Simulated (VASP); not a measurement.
A run of VASP 6.6.1:

File INCAR:

```
SYSTEM = Ir
PREC = Accurate
ENCUT = 520
EDIFF = 1E-7
ISMEAR = 0
SIGMA = 0.1
LREAL = .False.
LASPH = .True.
NELM = 80
ALGO = Fast
ISIF = 2
LWAVE = .False.
LCHARG = .False.
GGA = PS
NBANDS = 20
```

The input KPOINTS:

```
regular mesh
0
Gamma
  6 6 8
  0 0 0
```

The input POSCAR:

```
Ir
1.0
    4.1403279394      0.0000000000      0.0000000000
   -2.0701639697      3.5856291755      0.0000000000
    0.0000000000      0.0000000000      2.5663741220
Ir
3
Direct
    0.0000000000      0.0000000000      0.0000000000
    0.3333333333      0.6666666667      0.5000000000
    0.6666666667      0.3333333333      0.5000000000
```

Potentials or basis: VASP PAW PBE potentials, release 64 (Ir).

Run with:

```bash
$ cat potpaw_PBE.64/Ir/POTCAR > POTCAR
$ mpirun -np 1 vasp_std > vasp.out
```

Hardware: 1 thread of Intel Xeon 8259CL, with other jobs on the host.

Question: How long does it take, and how much memory?

Answer: Run time: 40 s on 1 thread of Intel Xeon 8259CL (shared host), peak memory 0.16 GiB. Counts: scf iterations 17, k points 35.
